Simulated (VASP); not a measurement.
# CuSi16 (a cell with a defect) in VASP: further runs, part 2 of 2

VASP 6.6.1. Earlier steps stand in the parts before.

**3. Single point, PBE**

INCAR reads:

```
SYSTEM = CuSi16
PREC = Accurate
ENCUT = 520
EDIFF = 1E-7
ISMEAR = 0
SIGMA = 0.05
LREAL = Auto
LASPH = .True.
NELM = 80
ALGO = Normal
ISIF = 2
LWAVE = .False.
LCHARG = .False.
GGA = PE
NBANDS = 52
NELECT = 74.0
```

KPOINTS reads:

```
Automatic mesh
0
Gamma
  2 2 2
  0 0 0
```

POSCAR reads:

```
CuSi16
1.0
    0.0000000000      5.4300000000      5.4300000000
    5.4300000000      0.0000000000      5.4300000000
    5.4300000000      5.4300000000      0.0000000000
Si Cu
16 1
Direct
   -0.0024169429     -0.0098176796      0.0016011050
    0.0996834254      0.1264839779      0.1380366483
   -0.0026274401     -0.0098058932      0.5129806630
    0.1279441068      0.1165551565      0.6288413444
   -0.0166126151      0.5100466851      0.0045619705
    0.1235674033      0.6157570902      0.1313633517
    0.0055341621      0.4900724678      0.5033689687
    0.1233790976      0.6157564457      0.6318665746
    0.4694516575      0.0339520258     -0.0002951197
    0.6226943831      0.1205199816      0.1278643646
    0.5010464088     -0.0105795580      0.5060484346
    0.6224348987      0.1204299263      0.6317778085
    0.4958146409      0.5098297422     -0.0010426335
    0.6064822284      0.6625286372      0.1168197974
    0.4956001842      0.5099915285      0.4982340700
    0.6340255064      0.6147886740      0.6269717311
    0.7022202578      0.2914023941      0.2549324125
```

Potentials or basis: VASP PAW PBE potentials, release 64 (Si, Cu).

Run with:

```sh
cat potpaw_PBE.64/Si/POTCAR potpaw_PBE.64/Cu/POTCAR > POTCAR
mpirun -np 1 vasp_std > vasp.out
```

OUTCAR:

```text
SYSTEM = CuSi16
   PREC = Accurate
   ENCUT = 520
   EDIFF = 1E-7
   ISMEAR = 0
   LREAL = Auto
   LASPH = .True.
   NELM = 80
   ISIF = 2
   GGA = PE
   NELECT = 74.0

 ion  position               nearest neighbor table
   1  0.998  0.990  0.002-   4 2.34   6 2.35  10 2.35   2 2.36
   2  0.100  0.126  0.138-   9 2.33   1 2.36   3 2.36   5 2.41  17 2.50
   3  0.997  0.990  0.513-   4 2.34   8 2.35  12 2.35   2 2.36
   4  0.128  0.117  0.629-   1 2.34   3 2.34  11 2.34   7 2.34
   5  0.983  0.510  0.005-   8 2.34   6 2.34  14 2.37   2 2.41  17 2.72
   6  0.124  0.616  0.131-   7 2.33  13 2.34   5 2.34   1 2.35
   7  0.006  0.490  0.503-  16 2.33   6 2.33   8 2.33   4 2.34
   8  0.123  0.616  0.632-   7 2.33  15 2.34   5 2.34   3 2.35
   9  0.469  0.034  1.000-  12 2.32  10 2.32   2 2.33  14 2.33
  10  0.623  0.121  0.128-   9 2.32   1 2.35  11 2.37  17 2.39  13 2.44
  11  0.501  0.989  0.506-   4 2.34  16 2.35  12 2.37  10 2.37  17 2.76
  12  0.622  0.120  0.632-   9 2.32   3 2.35  11 2.37  17 2.39  15 2.44
  13  0.496  0.510  0.999-  16 2.34   6 2.34  14 2.40  10 2.44  17 2.52
  14  0.606  0.663  0.117-   9 2.33  17 2.33   5 2.37  13 2.40  15 2.40
  15  0.496  0.510  0.498-  16 2.34   8 2.34  14 2.40  12 2.44  17 2.52
  16  0.634  0.615  0.627-   7 2.33  15 2.34  13 2.34  11 2.35
  17  0.702  0.291  0.255-  14 2.33  12 2.39  10 2.39   2 2.50  15 2.52  13 2.52   5 2.72  11 2.76

  LATTYP: Found a face centered cubic cell.
 ALAT       =    10.8600000000

  Lattice vectors:

 A1 = (   0.0000000000,   5.4300000000,   5.4300000000)
 A2 = (   5.4300000000,   0.0000000000,   5.4300000000)
 A3 = (   5.4300000000,   5.4300000000,   0.0000000000)

Analysis of symmetry for initial positions (statically):
=====================================================================
 Subroutine PRICEL returns:
 Original cell was already a primitive cell.

 Routine SETGRP: Setting up the symmetry group for a
 face centered cubic supercell.

 Subroutine GETGRP returns: Found  1 space group operations
 (whereof  1 operations were pure point group operations)
 out of a pool of 48 trial point group operations.

The static configuration has the point symmetry C_1 .

Analysis of symmetry for dynamics (positions and initial velocities):
=====================================================================
 Subroutine PRICEL returns:
 Original cell was already a primitive cell.

 Routine SETGRP: Setting up the symmetry group for a
 face centered cubic supercell.

 Subroutine GETGRP returns: Found  1 space group operations
 (whereof  1 operations were pure point group operations)
 out of a pool of 48 trial point group operations.

The dynamic configuration has the point symmetry C_1 .

 Subroutine INISYM returns: Found  1 space group operations
 (whereof  1 operations are pure point group operations),
 and found     1 'primitive' translations

----------------------------------------------------------------------------------------

                                     Primitive cell

  volume of cell :     320.2060

  direct lattice vectors                    reciprocal lattice vectors
     0.000000000  5.430000000  5.430000000    -0.092081031  0.092081031  0.092081031
[... 76 lines left out ...]
  0.000000  0.000000  0.500000      1.000000
  0.500000  0.500000  0.500000      1.000000
  0.500000  0.500000  0.000000      1.000000
  0.000000  0.500000  0.500000      1.000000
  0.500000  0.000000  0.500000      1.000000
   k-points           NKPTS =      8   k-points in BZ     NKDIM =      8   number of bands    NBANDS=     52
   number of dos      NEDOS =    301   number of ions     NIONS =     17
   total plane-waves  NPLWV = 216000
   dimension x,y,z NGX =    60 NGY =   60 NGZ =   60
   dimension x,y,z NGXF=   120 NGYF=  120 NGZF=  120
   ions per type =              16   1
   NGX,Y,Z   is equivalent  to a cutoff of  12.99, 12.99, 12.99 a.u.
   NGXF,Y,Z  is equivalent  to a cutoff of  25.98, 25.98, 25.98 a.u.
 SYSTEM =  CuSi16
   PREC   = accura    normal or accurate (medium, high low for compatibility)
   ISTART =      0    job   : 0-new  1-cont  2-samecut
   ICHARG =      2    charge: 1-file 2-atom 10-const
   ISPIN  =      1    spin polarized calculation?
   LNONCOLLINEAR =      F non collinear calculations
   LSORBIT =      F    spin-orbit coupling
   LASPH  =      T    aspherical Exc in radial PAW
   ENCUT  =  520.0 eV  38.22 Ry    6.18 a.u.  14.28 14.28 14.28*2*pi/ulx,y,z
   NELM   =     80;   NELMIN=  2; NELMDL= -5     # of ELM steps
   EDIFF  = 0.1E-06   stopping-criterion for ELM
   LREAL  =      T    real-space projection
   EDIFFG = 0.1E-05   stopping-criterion for IOM
   NSW    =      0    number of steps for IOM
   IBRION =     -1    ionic relax: 0-MD 1-quasi-New 2-CG
   NFREE  =      0    steps in history (QN), initial steepest desc. (CG)
   ISIF   =      2    stress and relaxation
   ISYM   =      2    0-nonsym 1-usesym 2-fastsym
   POTIM  = 0.5000    time-step for ionic-motion
   TEBEG  =    0.0;   TEEND  =   0.0 temperature during run
   PSTRESS=    0.0 pullay stress
   NELECT =      74.0000    total number of electrons
   NUPDOWN=      -1.0000    fix difference up-down
   EMIN   =  10.00;   EMAX   =-10.00  energy-range for DOS
   EFERMI =   0.00;   METHOD = LEGACY
   ISMEAR =     0;   SIGMA  =   0.05  broadening in eV -4-tet -1-fermi 0-gaus
   EFERMI_NEDOS =   21; number of points for ismear=-14 and -15
   IALGO  =     38    algorithm
   IMIX   =      4    mixing-type and parameters
     AMIX     =   0.40;   BMIX     =  1.00
     AMIX_MAG =   1.60;   BMIX_MAG =  1.00
  volume/ion in A,a.u.               =      18.84       127.11
  Fermi-wavevector in a.u.,A,eV,Ry     =   1.004636  1.898488 13.732283  1.009294
  Thomas-Fermi vector in A             =   2.137265
   LORBIT       =      0    0 simple, 1 ext, 2 COOP (PROOUT), +10 PAW based schemes
   GGA     = PE    functional components
   LHFCALC =     F    Hartree Fock is set to
   AEXX    =    0.0000 exact exchange contribution
   IVDW    =     0    specifies the selected vdW correction
   LEPSILON=     F    determine dielectric tensor
   LRPA    =     F    only Hartree local field effects (RPA)
 non-spin polarized calculation
 Gauss-broadening in eV      SIGMA  =   0.05
  energy-cutoff  :      520.00
  volume of cell :      320.21
 maximum number of plane-waves:      8646
 NGX is ok and might be reduce to    60
   NGX = 29   NGY = 29   NGZ = 29

 number of electron      74.0000001 magnetization

 Free energy of the ion-electron system (eV)
  ---------------------------------------------------
  ext. energy  EPLUGINS =         0.00000000
  ---------------------------------------------------
  free energy    TOTEN  =       -94.21809625 eV

  energy without entropy =      -94.21809481  energy(sigma->0) =      -94.21809553

 E-fermi :   6.3858     XC(G=0):  -9.6084

 val. band max:        6.2400814692   @ k =   0.0000   0.0000   0.0000
 cond. band min:       6.5314788458   @ k =   0.0000   0.0000   0.0000
 fundamental gap:      0.2913973766
 Fermi energy:         6.3857810448

 k-point     1 :       0.0000    0.0000    0.0000
  band No.  band energies     occupation
      1      -5.8944      2.00000
      2      -3.5422      2.00000
      3      -3.5104      2.00000
      4      -3.4775      2.00000
      5      -3.4676      2.00000
      6      -2.0383      2.00000
[... 405 lines left out ...]
     48      10.4924      0.00000
     49      10.5159      0.00000
 [bands above 49 left out]

------------------------ aborting loop because EDIFF is reached ----------------------------------------

  FORCE on cell =-STRESS in cart. coord.  units (eV):
  Direction    XX          YY          ZZ          XY          YZ          ZX
  --------------------------------------------------------------------------------------
  -------------------------------------------------------------------------------------
  Total       -1.5936971     -1.6128213     -2.1603451      0.2481041     -0.2442358      0.2272205
  in kB       -7.9741956     -8.0698852    -10.8094656      1.2414094     -1.2220541      1.1369168
  external PRESSURE =      -8.9511821 kB  Pullay stress =       0.0000000 kB

 VOLUME and BASIS-vectors are now :
 -----------------------------------------------------------------------------
  energy-cutoff  :      520.00
  volume of cell :      320.21
      direct lattice vectors                 reciprocal lattice vectors
     0.000000000  5.430000000  5.430000000    -0.092081031  0.092081031  0.092081031
     5.430000000  0.000000000  5.430000000     0.092081031 -0.092081031  0.092081031
     5.430000000  5.430000000  0.000000000     0.092081031  0.092081031 -0.092081031

 POSITION                                       TOTAL-FORCE (eV/Angst)
 -----------------------------------------------------------------------------------
      5.38538      5.42557     10.79357         0.008339     -0.002434     -0.001302
      1.43635      1.29082      1.22809        -0.007202      0.010474      0.014119
      8.16224      8.20122     10.79249         0.004328     -0.006173      0.001139
      4.04750      4.10935      1.32763        -0.004380      0.002809     -0.005609
      2.79432      5.36456      8.10935        -0.002764      0.001020     -0.001318
      4.05686      1.38427      4.01453        -0.005039     -0.003534      0.005956
[... 9 lines left out ...]
      6.74276      6.84721      6.78106         0.004898     -0.008707     -0.008376
      2.96660      5.19734      5.39537        -0.015261      0.004514     -0.004644
 -----------------------------------------------------------------------------------
    total drift:                               -0.006738     -0.000765      0.007897

  FREE ENERGIE OF THE ION-ELECTRON SYSTEM (eV)
  ---------------------------------------------------
  free  energy   TOTEN  =       -94.2180962543 eV

  energy  without entropy=      -94.2180948066  energy(sigma->0) =      -94.21809553
```

Run time: 16 min. Hardware: 1 thread of Intel Xeon 8259CL, shared host; peak memory 0.5 GiB.

What came out:

* Free energy: -94.2181 eV
* Largest force: 0.023 eV/Å

Forces on the atoms (eV/Å):
```
Si   0.008 -0.002 -0.001
Si  -0.007  0.010  0.014
Si   0.004 -0.006  0.001
Si  -0.004  0.003 -0.006
Si  -0.003  0.001 -0.001
Si  -0.005 -0.004  0.006
Si   0.002 -0.001 -0.005
Si   0.003  0.005  0.006
Si  -0.003  0.004 -0.002
Si  -0.003 -0.013 -0.002
Si  -0.001  0.000  0.001
Si   0.021  0.009 -0.002
Si  -0.006 -0.004 -0.002
Si   0.007 -0.002  0.008
Si  -0.003  0.004 -0.003
Si   0.005 -0.009 -0.008
Cu  -0.015  0.005 -0.005
```

Caveat: the k points lie up to 0.50 Å⁻¹ apart; the cell carries a net charge on a neutralising background, which shifts energy and pressure; the cell is charged against a uniform background, so pressure and absolute levels hang on convention.
